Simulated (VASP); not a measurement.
# HoAuF4 (P2/m) in VASP: a series of runs

Runs on HoAuF4. Level: PBE. Tasks: relaxation of cell and atoms, single point.

All numbers are computed with VASP 6.6.1; they aren't measurements. Logs are shortened: lines on timing, memory, paths and dates and some standing lists are left out, and cuts for length are marked.

## Step 1: The cell of the first run

The structure is monoclinic, space group P2/m (No. 10). The conventional cell has a = 4.225 Å, b = 3.468 Å, c = 8.973 Å, α = 90.00°, β = 99.28°, γ = 90.00°. Ho (site symmetry 2/m) has 6 F at 2.11 to 2.18 Å within 2.8 Å. Within 2.8 Å of Au (site symmetry 2/m) lie 2 F at 2.11 Å. Within 2.9 Å of F (site symmetry m) lie 2 Ho at 2.18 Å and 1 F at 2.65 Å. Within 2.8 Å of F (site symmetry 2/m) lie 2 Ho at 2.11 Å. F (site symmetry 2/m) has 2 Au at 2.11 Å within 2.8 Å.

The cell was generated, and may not be a known phase.

## Step 2: Relaxation of cell and atoms, PBE

INCAR reads:

```
  PREC = Accurate
  ENCUT = 600
  EDIFF = 1E-7
  ISMEAR = 0
  SIGMA = 0.01
  LREAL = F
  LASPH = T
  NELM = 200
  ALGO = Normal
  ISIF = 3
  LWAVE = F
  LCHARG = F
  GGA = PE
  IBRION = 2
  NSW = 100
  EDIFFG = -0.01
  GGA_COMPAT = F
  NELMIN = 4
  LMAXMIX = 6
  KPAR = 4
```

KPOINTS reads:

```
Automatic mesh
0
Gamma
  8 10 4
```

POSCAR reads:

```
HoAuF4
1.0
    4.2247169828      0.0000000000      0.0000000000
    0.0000000000      3.4682319634      0.0000000000
   -1.4472529416      0.0000000000      8.8556615946
Ho Au F
1 1 4
Direct
    0.5000000000      0.0000000000      0.5000000000
    0.5000000000      0.0000000000      0.0000000000
    0.4517412028      0.5000000000      0.3504942835
    0.5482587972      0.5000000000      0.6495057165
    0.0000000000      0.0000000000      0.5000000000
    0.0000000000      0.0000000000      0.0000000000
```

Potentials or basis: VASP PAW PBE potentials, release 64 (Ho_3, Au, F), 4f in core.

The run is started by

```console
> cat potpaw_PBE.64/Ho_3/POTCAR potpaw_PBE.64/Au/POTCAR potpaw_PBE.64/F/POTCAR > POTCAR
> mpirun -np 4 vasp_std > vasp.out
```

OUTCAR:

```text
PREC = Accurate
   ENCUT = 600
   EDIFF = 1E-7
   ISMEAR = 0
   LREAL = F
   LASPH = T
   NELM = 200
   ISIF = 3
   GGA = PE
   IBRION = 2
   NSW = 100
   EDIFFG = -0.01
   NELMIN = 4

 ion  position               nearest neighbor table
   1  0.500  0.000  0.500-   5 2.11   5 2.11   3 2.18   3 2.18   4 2.18   4 2.18
   2  0.500  0.000  0.000-   6 2.11   6 2.11
   3  0.452  0.500  0.350-   1 2.18   1 2.18
   4  0.548  0.500  0.650-   1 2.18   1 2.18
   5  0.000  0.000  0.500-   1 2.11   1 2.11
   6  0.000  0.000  0.000-   2 2.11   2 2.11

  LATTYP: Found a simple monoclinic cell.
 ALAT       =     4.2247169828
 B/A-ratio  =     0.8209382966
 C/A-ratio  =     2.1239629473
 COS(beta)  =    -0.1612871932

  Lattice vectors:

 A1 = (   4.2247169828,   0.0000000000,   0.0000000000)
 A2 = (   0.0000000000,   3.4682319634,   0.0000000000)
 A3 = (  -1.4472529416,   0.0000000000,   8.8556615946)

Analysis of symmetry for initial positions (statically):
=====================================================================
 Subroutine PRICEL returns:
 Original cell was already a primitive cell.

 Routine SETGRP: Setting up the symmetry group for a
 simple monoclinic supercell.

 Subroutine GETGRP returns: Found  4 space group operations
 (whereof  4 operations were pure point group operations)
 out of a pool of  4 trial point group operations.

The static configuration has the point symmetry C_2h.

Analysis of symmetry for dynamics (positions and initial velocities):
=====================================================================
 Subroutine PRICEL returns:
 Original cell was already a primitive cell.

 Routine SETGRP: Setting up the symmetry group for a
 simple monoclinic supercell.

 Subroutine GETGRP returns: Found  4 space group operations
 (whereof  4 operations were pure point group operations)
 out of a pool of  4 trial point group operations.

The dynamic configuration has the point symmetry C_2h.

 Subroutine INISYM returns: Found  4 space group operations
 (whereof  4 operations are pure point group operations),
 and found     1 'primitive' translations

----------------------------------------------------------------------------------------

                                     Primitive cell

[... 117 lines left out ...]
     AMIX     =   0.40;   BMIX     =  1.00
     AMIX_MAG =   1.60;   BMIX_MAG =  1.00
  volume/ion in A,a.u.               =      21.63       145.94
  Fermi-wavevector in a.u.,A,eV,Ry     =   1.175203  2.220812 18.791043  1.381103
  Thomas-Fermi vector in A             =   2.311588
   LORBIT       =      0    0 simple, 1 ext, 2 COOP (PROOUT), +10 PAW based schemes
   GGA     = PE    functional components
   LHFCALC =     F    Hartree Fock is set to
   AEXX    =    0.0000 exact exchange contribution
   IVDW    =     0    specifies the selected vdW correction
   LEPSILON=     F    determine dielectric tensor
   LRPA    =     F    only Hartree local field effects (RPA)
 conjugate gradient relaxation of ions
 non-spin polarized calculation
 Gauss-broadening in eV      SIGMA  =   0.01
  energy-cutoff  :      600.00
  volume of cell :      129.76
 maximum number of plane-waves:      4360
 NGX is ok and might be reduce to    36
   NGX = 17   NGY = 13   NGZ = 35

--------------------------------------- Ionic step        1  -------------------------------------------

 number of electron      47.9999989 magnetization

 Free energy of the ion-electron system (eV)
  ---------------------------------------------------
  ext. energy  EPLUGINS =         0.00000000
  ---------------------------------------------------
  free energy    TOTEN  =       -31.65012911 eV

  energy without entropy =      -31.65012911  energy(sigma->0) =      -31.65012911

------------------------ aborting loop because EDIFF is reached ----------------------------------------

  FORCE on cell =-STRESS in cart. coord.  units (eV):
  Direction    XX          YY          ZZ          XY          YZ          ZX
  --------------------------------------------------------------------------------------
  -------------------------------------------------------------------------------------
  Total        0.5923534      0.5934785      0.2972743      0.0000000      0.0000000      0.0244007
  in kB        7.3141642      7.3280568      3.6706347      0.0000000      0.0000000      0.3012912
  external PRESSURE =       6.1042852 kB  Pullay stress =       0.0000000 kB
[... 101 lines left out ...]
  FREE ENERGIE OF THE ION-ELECTRON SYSTEM (eV)
  ---------------------------------------------------
  free  energy   TOTEN  =       -31.6531024030 eV

  energy  without entropy=      -31.6531024030  energy(sigma->0) =      -31.65310240

[... ionic steps 4 to 21 ...]

--------------------------------------- Ionic step       22  -------------------------------------------

 number of electron      47.9999992 magnetization

------------------------ aborting loop because EDIFF is reached ----------------------------------------
[... 75 lines left out ...]
--------------------------------------- Ionic step       24  -------------------------------------------

 number of electron      47.9999995 magnetization

 Free energy of the ion-electron system (eV)
  ---------------------------------------------------
  ext. energy  EPLUGINS =         0.00000000
  ---------------------------------------------------
  free energy    TOTEN  =       -31.65651797 eV

  energy without entropy =      -31.65651797  energy(sigma->0) =      -31.65651797

 E-fermi :  -0.1473     XC(G=0):  -8.0193

 val. band max:       -0.2575839476   @ k =   0.5000   0.5000   0.5000
 cond. band min:      -0.0279814234   @ k =   0.0000   0.0000   0.0000
 fundamental gap:      0.2296025242
 Fermi energy:        -0.1473255652

 k-point     1 :       0.0000    0.0000    0.0000
  band No.  band energies     occupation
      1     -24.8512      2.00000
      2     -23.9909      2.00000
      3     -23.6363      2.00000
      4     -23.4334      2.00000
      5     -23.2823      2.00000
      6     -22.7827      2.00000
[... 733 lines left out ...]
     27       5.0891      0.00000
     28       5.2913      0.00000

 [... further k-points ...]

------------------------ aborting loop because EDIFF is reached ----------------------------------------

  FORCE on cell =-STRESS in cart. coord.  units (eV):
  Direction    XX          YY          ZZ          XY          YZ          ZX
  --------------------------------------------------------------------------------------
  -------------------------------------------------------------------------------------
  Total        0.0198346      0.0273692      0.0208816      0.0000000      0.0000000     -0.0168853
  in kB        0.2531008      0.3492460      0.2664612      0.0000000      0.0000000     -0.2154656
  external PRESSURE =       0.2896026 kB  Pullay stress =       0.0000000 kB
[... 21 lines left out ...]
  FREE ENERGIE OF THE ION-ELECTRON SYSTEM (eV)
  ---------------------------------------------------
  free  energy   TOTEN  =       -31.6565179719 eV

  energy  without entropy=      -31.6565179719  energy(sigma->0) =      -31.65651797

 reached required accuracy - stopping structural energy minimisation
```

OSZICAR:

```text
N       E                     dE             d eps       ncg     rms          rms(c)
DAV:   1     0.679568500861E+03    0.67957E+03   -0.23110E+04  6192   0.179E+03
DAV:   2     0.457055677421E+02   -0.63386E+03   -0.61583E+03 10448   0.550E+02
DAV:   3    -0.331982185402E+02   -0.78904E+02   -0.77623E+02  9852   0.194E+02
[... 258 lines left out ...]
DAV:   4    -0.316565187502E+02    0.95109E-04   -0.17089E-04  9552   0.133E-01    0.224E-02
DAV:   5    -0.316565176209E+02    0.11292E-05   -0.31368E-05  7144   0.422E-02    0.131E-02
DAV:   6    -0.316565180187E+02   -0.39779E-06   -0.47492E-06 10052   0.189E-02    0.491E-03
DAV:   7    -0.316565179193E+02    0.99361E-07   -0.11936E-06  8456   0.986E-03    0.139E-03
DAV:   8    -0.316565179719E+02   -0.52576E-07   -0.12957E-07  4360   0.392E-03
  24 F= -.31656518E+02 E0= -.31656518E+02  d E =-.202449E-03
```

CONTCAR:

```text
HoAuF4
   1.00000000000000
     4.2361901374126667    0.0000000000000000    0.0368869063698450
     0.0000000000000000    3.4849917782606172    0.0000000000000000
    -1.3726674648956694    0.0000000000000000    8.4928342090373228
  Ho              Au              F
     1     1     4
Direct
     0.5000000000000000    0.0000000000000000    0.5000000000000000
     0.5000000000000000    0.0000000000000000    0.0000000000000000
     0.4532015559749837    0.5000000000000000    0.3435907811913390
     0.5467984440250168    0.5000000000000000    0.6564092188086611
     0.0000000000000000    0.0000000000000000    0.5000000000000000
     0.0000000000000000    0.0000000000000000    0.0000000000000000

  0.00000000E+00  0.00000000E+00  0.00000000E+00
  0.00000000E+00  0.00000000E+00  0.00000000E+00
  0.00000000E+00  0.00000000E+00  0.00000000E+00
  0.00000000E+00  0.00000000E+00  0.00000000E+00
  0.00000000E+00  0.00000000E+00  0.00000000E+00
  0.00000000E+00  0.00000000E+00  0.00000000E+00
```

Wall time 26 min (4 MPI ranks of Intel Xeon Platinum 8259CL at 2.50GHz (Skylake/Cascade Lake), shared host); peak memory 0.64 GiB.

What came out:

```
Free energy                           : -31.6565 eV
Relaxed volume                        : 20.93 Å³/atom
Relaxed cell                          : a = 4.236 Å, b = 3.485 Å, c = 8.603 Å, α = 90.00°, β = 98.68°, γ = 90.00°
Space group after relaxing (to 0.1 Å) : P2/m (No. 10)
Energy gained by relaxing             : 1.1 meV/atom
Ionic steps                           : 24
Pressure after relaxing               : 0.0 GPa
Largest force after relaxing          : 0.009 eV/Å
Band gap on the k mesh                : 0.23 eV (least direct gap 1.66 eV)
```

Forces on the atoms (eV/Å):
```
Ho   0.000  0.000  0.000
Au   0.000  0.000  0.000
F    0.008  0.000 -0.004
F   -0.008  0.000  0.004
F    0.000  0.000  0.000
F    0.000  0.000  0.000
```

Step by step:
```tsv
step	energy change (eV)	largest force (eV/Å)	pressure (GPa)	volume (Å³)
1	0.0000	0.1615	0.61	129.76
2	-0.0023	0.0369	-0.36	131.31
3	-0.0030	0.0263	-0.05	130.80
4	-0.0031	0.0107	-0.03	130.72
5	-0.0031	0.0069	-0.03	130.70
6	-0.0033	0.0090	-0.03	130.59
7	-0.0037	0.0152	-0.04	130.25
8	-0.0043	0.0280	-0.04	129.57
9	-0.0050	0.0554	-0.03	128.21
10	-0.0052	0.0458	-0.03	128.00
11	-0.0056	0.0234	-0.01	127.37
12	-0.0053	0.0626	0.01	126.11
13	-0.0056	0.0245	-0.02	127.04
14	-0.0059	0.0239	-0.02	126.72
15	-0.0060	0.0236	-0.04	126.44
16	-0.0060	0.0231	-0.05	125.89
17	-0.0060	0.0238	-0.03	126.15
18	-0.0061	0.0187	0.01	125.99
19	-0.0062	0.0171	0.05	125.81
20	-0.0062	0.0257	0.15	125.46
21	-0.0062	0.0190	0.12	125.65
22	-0.0062	0.0176	0.09	125.72
23	-0.0062	0.0158	0.07	125.68
24	-0.0064	0.0091	0.03	125.56
```

Final structure:
```yaml
crystal:
  lattice:
    - [4.23619, 0.00000, 0.03689]
    - [0.00000, 3.48499, 0.00000]
    - [-1.37267, 0.00000, 8.49283]
  atoms:
    - { symbol: Ho, position: [0.50000, 0.00000, 0.50000] }
    - { symbol: Au, position: [0.50000, 0.00000, 0.00000] }
    - { symbol: F, position: [0.45320, 0.50000, 0.34359] }
    - { symbol: F, position: [0.54680, 0.50000, 0.65641] }
    - { symbol: F, position: [0.00000, 0.00000, 0.50000] }
    - { symbol: F, position: [0.00000, 0.00000, 0.00000] }
```

Caveat: spin-orbit coupling is left out, which moves the levels of the heavy elements; the 4f electrons are frozen in the core, so they carry no moment and show no levels.

(Part 1 of 2 ends here.)
